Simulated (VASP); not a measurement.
# WSe in VASP: further runs

WSe is run at these levels: PBE; tasks: single point.

Program: VASP 6.6.1. These are calculated values, not measurements. Logs are shortened: lines on timing, memory, paths and dates and some standing lists are left out, and cuts for length are marked.

## (1) The cell of the first run

The cell holds a slab with vacuum, 4 atoms: a = 3.320 Å, b = 3.320 Å, c = 31.654 Å, α = 90.00°, β = 90.00°, γ = 120.00°.

## (2) Single point, PBE

Input file INCAR:

```
SYSTEM = WSe
ALGO = Normal
DIPOL = 0.5 0.5 0.500
EDIFF = 1E-6
ENCUT = 520
GGA = PE
IDIPOL = 3
ISIF = 2
ISMEAR = 0
LASPH = .TRUE.
LCHARG = .TRUE.
LDIPOL = .TRUE.
LELF = .TRUE.
LREAL = .FALSE.
LVACPOTAV = .TRUE.
LVHAR = .TRUE.
LWAVE = .FALSE.
NBANDS = 28
NELM = 100
PREC = Accurate
SIGMA = 0.05
```

Input file KPOINTS:

```
k-points
0
G
  9 9 1
  0 0 0
```

Input file POSCAR:

```
WSe
1.0
    3.3200828448      0.0000000000      0.0000000000
   -1.6600414224      2.8752760862      0.0000000000
    0.0000000000      0.0000000000     31.6542363175
W Se
2 2
Direct
    0.0000000000      0.0000000000      0.2369351111
    0.0000000000      0.0000000000      0.7630648889
    0.3333333333      0.6666666667      0.2899562485
    0.3333333333      0.6666666667      0.7100437515
```

Potentials or basis: VASP PAW PBE potentials, release 64 (W_sv, Se).

On the command line:

```bash
cat potpaw_PBE.64/W_sv/POTCAR potpaw_PBE.64/Se/POTCAR > POTCAR
mpirun -np 1 vasp_std > vasp.out
```

OUTCAR:

```text
SYSTEM = WSe
   EDIFF = 1E-6
   ENCUT = 520
   GGA = PE
   ISIF = 2
   ISMEAR = 0
   LASPH = .TRUE.
   LREAL = .FALSE.
   NELM = 100
   PREC = Accurate

 ion  position               nearest neighbor table
   1  0.000  0.000  0.237-   3 2.55   3 2.55   3 2.55
   2  0.000  0.000  0.763-   4 2.55   4 2.55   4 2.55
   3  0.333  0.667  0.290-   1 2.55   1 2.55   1 2.55
   4  0.333  0.667  0.710-   2 2.55   2 2.55   2 2.55

  LATTYP: Found a hexagonal cell.
 ALAT       =     3.3200828448
 C/A-ratio  =     9.5341706208

  Lattice vectors:

 A1 = (   3.3200828448,   0.0000000000,   0.0000000000)
 A2 = (  -1.6600414224,   2.8752760862,   0.0000000000)
 A3 = (   0.0000000000,   0.0000000000,  31.6542363175)

Analysis of symmetry for initial positions (statically):
=====================================================================
 Subroutine PRICEL returns:
 Original cell was already a primitive cell.

 Routine SETGRP: Setting up the symmetry group for a
 hexagonal supercell.

 Subroutine GETGRP returns: Found 12 space group operations
 (whereof 12 operations were pure point group operations)
 out of a pool of 24 trial point group operations.

The static configuration has the point symmetry D_3h.

Analysis of symmetry for dynamics (positions and initial velocities):
=====================================================================
 Subroutine PRICEL returns:
 Original cell was already a primitive cell.

 Routine SETGRP: Setting up the symmetry group for a
 hexagonal supercell.

 Subroutine GETGRP returns: Found 12 space group operations
 (whereof 12 operations were pure point group operations)
 out of a pool of 24 trial point group operations.

The dynamic configuration has the point symmetry D_3h.

 Subroutine INISYM returns: Found 12 space group operations
 (whereof 12 operations are pure point group operations),
 and found     1 'primitive' translations

----------------------------------------------------------------------------------------

                                     Primitive cell

  volume of cell :     302.1762

  direct lattice vectors                    reciprocal lattice vectors
     3.320082845  0.000000000  0.000000000     0.301197303  0.173896344  0.000000000
    -1.660041422  2.875276086  0.000000000     0.000000000  0.347792688  0.000000000
     0.000000000  0.000000000 31.654236318     0.000000000  0.000000000  0.031591348

  length of vectors
     3.320082845  3.320082845 31.654236318     0.347792688  0.347792688  0.031591348

  position of ions in fractional coordinates (direct lattice)
     0.000000000  0.000000000  0.236935111
     0.000000000  0.000000000  0.763064889
     0.333333333  0.666666667  0.289956248
     0.333333333  0.666666667  0.710043752

  ion indices of the primitive-cell ions
   primitive index   ion index
                 1           1
                 2           2
                 3           3
                 4           4

----------------------------------------------------------------------------------------

 KPOINTS: k-points

Automatic generation of k-mesh.
 Grid dimensions read from file:
 generate k-points for:    9    9    1

 Generating k-lattice:

  Cartesian coordinates                     Fractional coordinates (reciprocal lattice)
     0.033466367  0.019321816  0.000000000     0.111111111  0.000000000  0.000000000
     0.000000000  0.038643632  0.000000000     0.000000000  0.111111111  0.000000000
     0.000000000  0.000000000  0.031591348     0.000000000  0.000000000  1.000000000

  Length of vectors
     0.038643632  0.038643632  0.031591348

  Shift w.r.t. Gamma in fractional coordinates (k-lattice)
     0.000000000  0.000000000  0.000000000

 Subroutine IBZKPT returns following result:
 ===========================================

 Found     12 irreducible k-points:

 Following reciprocal coordinates:
            Coordinates               Weight
  0.000000  0.000000  0.000000      1.000000
  0.111111 -0.000000  0.000000      6.000000
  0.222222 -0.000000  0.000000      6.000000
  0.333333 -0.000000  0.000000      6.000000
  0.444444 -0.000000  0.000000      6.000000
  0.111111  0.111111  0.000000      6.000000
  0.222222  0.111111  0.000000     12.000000
  0.333333  0.111111  0.000000     12.000000
  0.444444  0.111111  0.000000      6.000000
  0.222222  0.222222  0.000000      6.000000
  0.333333  0.222222  0.000000     12.000000
  0.333333  0.333333  0.000000      2.000000
   k-points           NKPTS =     12   k-points in BZ     NKDIM =     12   number of bands    NBANDS=     28
   number of dos      NEDOS =    301   number of ions     NIONS =      4
   total plane-waves  NPLWV = 188160
   dimension x,y,z NGX =    28 NGY =   28 NGZ =  240
   dimension x,y,z NGXF=    56 NGYF=   56 NGZF=  480
   ions per type =               2   2
   NGX,Y,Z   is equivalent  to a cutoff of  14.02, 14.02, 12.60 a.u.
   NGXF,Y,Z  is equivalent  to a cutoff of  28.04, 28.04, 25.21 a.u.
 SYSTEM =  WSe
   PREC   = accura    normal or accurate (medium, high low for compatibility)
   ISTART =      0    job   : 0-new  1-cont  2-samecut
   ICHARG =      2    charge: 1-file 2-atom 10-const
   ISPIN  =      1    spin polarized calculation?
   LNONCOLLINEAR =      F non collinear calculations
   LSORBIT =      F    spin-orbit coupling
   LASPH  =      T    aspherical Exc in radial PAW
   ENCUT  =  520.0 eV  38.22 Ry    6.18 a.u.   6.17  6.17 58.86*2*pi/ulx,y,z
   NELM   =    100;   NELMIN=  2; NELMDL= -5     # of ELM steps
   EDIFF  = 0.1E-05   stopping-criterion for ELM
   LREAL  =      F    real-space projection
   EDIFFG = 0.1E-04   stopping-criterion for IOM
   NSW    =      0    number of steps for IOM
   IBRION =     -1    ionic relax: 0-MD 1-quasi-New 2-CG
   NFREE  =      0    steps in history (QN), initial steepest desc. (CG)
   ISIF   =      2    stress and relaxation
   ISYM   =      2    0-nonsym 1-usesym 2-fastsym
   POTIM  = 0.5000    time-step for ionic-motion
   TEBEG  =    0.0;   TEEND  =   0.0 temperature during run
   PSTRESS=    0.0 pullay stress
   NELECT =      40.0000    total number of electrons
   NUPDOWN=      -1.0000    fix difference up-down
   EMIN   =  10.00;   EMAX   =-10.00  energy-range for DOS
   EFERMI =   0.00;   METHOD = LEGACY
   ISMEAR =     0;   SIGMA  =   0.05  broadening in eV -4-tet -1-fermi 0-gaus
   EFERMI_NEDOS =   21; number of points for ismear=-14 and -15
   IALGO  =     38    algorithm
   IMIX   =      4    mixing-type and parameters
     AMIX     =   0.40;   BMIX     =  1.00
     AMIX_MAG =   1.60;   BMIX_MAG =  1.00
  volume/ion in A,a.u.               =      75.54       509.80
  Fermi-wavevector in a.u.,A,eV,Ry     =   0.834337  1.576668  9.471259  0.696118
  Thomas-Fermi vector in A             =   1.947711
   LORBIT       =      0    0 simple, 1 ext, 2 COOP (PROOUT), +10 PAW based schemes
   GGA     = PE    functional components
   LHFCALC =     F    Hartree Fock is set to
   AEXX    =    0.0000 exact exchange contribution
   IVDW    =     0    specifies the selected vdW correction
   LEPSILON=     F    determine dielectric tensor
   LRPA    =     F    only Hartree local field effects (RPA)
 non-spin polarized calculation
 Gauss-broadening in eV      SIGMA  =   0.05
  energy-cutoff  :      520.00
  volume of cell :      302.18
 maximum number of plane-waves:      8169
 NGX is ok and might be reduce to    28
   NGX = 13   NGY = 13   NGZ =117

 number of electron      40.0000001 magnetization

 dipolmoment           0.000000      0.000000      0.000000 electrons x Angstroem

 Free energy of the ion-electron system (eV)
  ---------------------------------------------------
  ext. energy  EPLUGINS =         0.00000000
  ---------------------------------------------------
  free energy    TOTEN  =       -29.32102997 eV

  energy without entropy =      -29.32102989  energy(sigma->0) =      -29.32102993

 E-fermi :  -1.5540     XC(G=0):  -4.0170

 val. band max:       -1.7245662862   @ k =   0.4444  -0.0000   0.0000
 cond. band min:      -1.3837571425   @ k =   0.1111   0.1111   0.0000
 fundamental gap:      0.3408091437
 Fermi energy:        -1.5540284471

 k-point     1 :       0.0000    0.0000    0.0000
  band No.  band energies     occupation
      1     -75.9573      2.00000
      2     -75.9572      2.00000
      3     -40.1917      2.00000
      4     -40.1917      2.00000
      5     -39.9519      2.00000
      6     -39.9519      2.00000
[... 20 lines left out ...]
     27       1.4310      0.00000
     28       1.4310      0.00000

 k-point     2 :       0.1111   -0.0000    0.0000
  band No.  band energies     occupation
      1     -75.9563      2.00000
      2     -75.9563      2.00000
      3     -40.1884      2.00000
      4     -40.1884      2.00000
      5     -39.9737      2.00000
      6     -39.9737      2.00000
[... 20 lines left out ...]
     27       1.5141      0.00000
     28       1.5141      0.00000

 k-point     3 :       0.2222   -0.0000    0.0000
  band No.  band energies     occupation
      1     -75.9539      2.00000
      2     -75.9539      2.00000
      3     -40.1798      2.00000
      4     -40.1798      2.00000
      5     -40.0284      2.00000
      6     -40.0284      2.00000
[... 20 lines left out ...]
     27       1.6052      0.00000
     28       1.6052      0.00000

 k-point     4 :       0.3333   -0.0000    0.0000
  band No.  band energies     occupation
      1     -75.9511      2.00000
      2     -75.9511      2.00000
      3     -40.1700      2.00000
      4     -40.1700      2.00000
      5     -40.0900      2.00000
      6     -40.0900      2.00000
[... 20 lines left out ...]
     27       2.0129      0.00000
     28       2.0135      0.00000

 k-point     5 :       0.4444   -0.0000    0.0000
  band No.  band energies     occupation
      1     -75.9493      2.00000
      2     -75.9493      2.00000
      3     -40.1633      2.00000
      4     -40.1633      2.00000
      5     -40.1301      2.00000
      6     -40.1301      2.00000
[... 20 lines left out ...]
     27       2.6012      0.00000
     28       2.6012      0.00000

 k-point     6 :       0.1111    0.1111    0.0000
  band No.  band energies     occupation
      1     -75.9546      2.00000
      2     -75.9546      2.00000
      3     -40.1824      2.00000
      4     -40.1824      2.00000
      5     -40.0100      2.00000
      6     -40.0100      2.00000
[... 20 lines left out ...]
     27       1.6573      0.00000
     28       1.6579      0.00000

 k-point     7 :       0.2222    0.1111    0.0000
  band No.  band energies     occupation
      1     -75.9520      2.00000
      2     -75.9520      2.00000
      3     -40.1732      2.00000
      4     -40.1732      2.00000
      5     -40.0637      2.00000
      6     -40.0637      2.00000
[... 20 lines left out ...]
     27       1.9929      0.00000
     28       1.9937      0.00000

 k-point     8 :       0.3333    0.1111    0.0000
  band No.  band energies     occupation
      1     -75.9498      2.00000
      2     -75.9498      2.00000
      3     -40.1649      2.00000
      4     -40.1649      2.00000
      5     -40.1104      2.00000
      6     -40.1104      2.00000
[... 20 lines left out ...]
     27       2.5812      0.00000
     28       2.5814      0.00000

 k-point     9 :       0.4444    0.1111    0.0000
  band No.  band energies     occupation
      1     -75.9489      2.00000
      2     -75.9489      2.00000
      3     -40.1614      2.00000
      4     -40.1614      2.00000
      5     -40.1289      2.00000
      6     -40.1289      2.00000
[... 20 lines left out ...]
     27       2.5599      0.00000
     28       2.5600      0.00000

 k-point    10 :       0.2222    0.2222    0.0000
  band No.  band energies     occupation
      1     -75.9499      2.00000
      2     -75.9499      2.00000
      3     -40.1655      2.00000
      4     -40.1655      2.00000
      5     -40.0936      2.00000
      6     -40.0936      2.00000
[... 20 lines left out ...]
     27       2.6167      0.00000
     28       2.6170      0.00000

 k-point    11 :       0.3333    0.2222    0.0000
  band No.  band energies     occupation
      1     -75.9486      2.00000
      2     -75.9486      2.00000
      3     -40.1603      2.00000
      4     -40.1603      2.00000
      5     -40.1082      2.00000
      6     -40.1082      2.00000
[... 20 lines left out ...]
     27       2.5759      0.00000
     28       2.5759      0.00000

 k-point    12 :       0.3333    0.3333    0.0000
  band No.  band energies     occupation
      1     -75.9481      2.00000
      2     -75.9481      2.00000
      3     -40.1584      2.00000
      4     -40.1584      2.00000
      5     -40.0863      2.00000
      6     -40.0863      2.00000
[... 20 lines left out ...]
     27       2.3097      0.00000
     28       2.3097      0.00000

------------------------ aborting loop because EDIFF is reached ----------------------------------------

  FORCE on cell =-STRESS in cart. coord.  units (eV):
  Direction    XX          YY          ZZ          XY          YZ          ZX
  --------------------------------------------------------------------------------------
  -------------------------------------------------------------------------------------
  Total      -11.5803774    -11.5803774     -2.2439189      0.0000000      0.0000000      0.0000000
  in kB      -61.4006518    -61.4006518    -11.8975471      0.0000000      0.0000000      0.0000000
  external PRESSURE =     -44.8996169 kB  Pullay stress =       0.0000000 kB

 VOLUME and BASIS-vectors are now :
 -----------------------------------------------------------------------------
  energy-cutoff  :      520.00
  volume of cell :      302.18
      direct lattice vectors                 reciprocal lattice vectors
     3.320082845  0.000000000  0.000000000     0.301197303  0.173896344  0.000000000
    -1.660041422  2.875276086  0.000000000     0.000000000  0.347792688  0.000000000
     0.000000000  0.000000000 31.654236318     0.000000000  0.000000000  0.031591348

 POSITION                                       TOTAL-FORCE (eV/Angst)
 -----------------------------------------------------------------------------------
      0.00000      0.00000      7.50000         0.000000      0.000000      0.661916
      0.00000      0.00000     24.15424         0.000000      0.000000     -0.661916
     -0.00000      1.91685      9.17834        -0.000000     -0.000000     -0.662045
     -0.00000      1.91685     22.47589        -0.000000     -0.000000      0.662045
 -----------------------------------------------------------------------------------
    total drift:                                0.000000     -0.000000      0.000000

  FREE ENERGIE OF THE ION-ELECTRON SYSTEM (eV)
  ---------------------------------------------------
  free  energy   TOTEN  =       -29.3210299670 eV

  energy  without entropy=      -29.3210298900  energy(sigma->0) =      -29.32102993

 vacuum level on the upper side and lower side of the slab         3.059         3.059
```

Wall time 93 s (1 thread of Intel Xeon 6975P-C (Granite Rapids), shared host); peak memory 0.49 GiB.

What came out:

| Quantity | Value |
| --- | --- |
| Free energy | -29.3210 eV |
| Largest force | 0.662 eV/Å |
| Band gap on the k mesh | 0.34 eV, indirect (least direct gap 0.77 eV) |

Forces in eV/Å, atoms in the order of the input:
```
W    0.000  0.000  0.662
W    0.000  0.000 -0.662
Se   0.000  0.000 -0.662
Se   0.000  0.000  0.662
```

Levels at points of the mesh, in eV from the valence-band top:
| k point | band 18 | band 19 | band 20 | band 21 | band 22 | band 23 |
| --- | --- | --- | --- | --- | --- | --- |
| (0.00, 0.00, 0.00) | -0.59 | -0.39 | -0.39 | 0.50 | 0.50 | 0.50 |

Caveat: spin-orbit coupling is left out, which moves the levels of the heavy elements.

## (3) Single point, PBE

Input file INCAR:

```
  PREC = Accurate
  ENCUT = 520
  EDIFF = 1E-6
  ISMEAR = 0
  SIGMA = 0.05
  LREAL = F
  LASPH = T
  NELM = 80
  ALGO = Normal
  ISIF = 2
  LWAVE = F
  LCHARG = F
  LDIPOL = T
  IDIPOL = 3
  DIPOL = 0.5 0.5 0.500
  GGA = PE
  NBANDS = 28
```

Input file KPOINTS:

```
Automatic mesh
0
Gamma
  9 9 1
```

Input file POSCAR:

```
WSe
1.0
    3.3200828448      0.0000000000      0.0000000000
   -1.6600414224      2.8752760862      0.0000000000
    0.0000000000      0.0000000000     31.6542363175
W Se
2 2
Direct
    0.0000000000      0.0000000000      0.2376067035
    0.0000000000      0.0000000000      0.7623932650
    0.3333333333      0.6666666667      0.2892074889
    0.3333333333      0.6666666667      0.7107925426
```

Potentials or basis: VASP PAW PBE potentials, release 64 (W_sv, Se).

On the command line:

```bash
cat potpaw_PBE.64/W_sv/POTCAR potpaw_PBE.64/Se/POTCAR > POTCAR
mpirun -np 1 vasp_std > vasp.out
```

Wall time 83 s (1 thread of Intel Xeon 6975P-C (Granite Rapids), shared host); peak memory 0.49 GiB.

It converged, with:

| Quantity | Value |
| --- | --- |
| Free energy | -29.3498 eV |
| Largest force | 0.034 eV/Å |
| Band gap on the k mesh | 0.35 eV, indirect (least direct gap 0.75 eV) |

Forces on the atoms (eV/Å):
```
W    0.000  0.000 -0.034
W    0.000  0.000  0.034
Se   0.000  0.000  0.034
Se   0.000  0.000 -0.034
```

Levels at points of the mesh, in eV from the valence-band top:
```csv
k point,band 16,band 17,band 18,band 19,band 20,band 21,band 22,band 23,band 24,band 25
"(0.00, 0.00, 0.00)",-1.94,-0.41,-0.41,-0.34,-0.34,0.50,0.50,0.50,0.50,3.32
```

Caveat: spin-orbit coupling is left out, which moves the levels of the heavy elements.
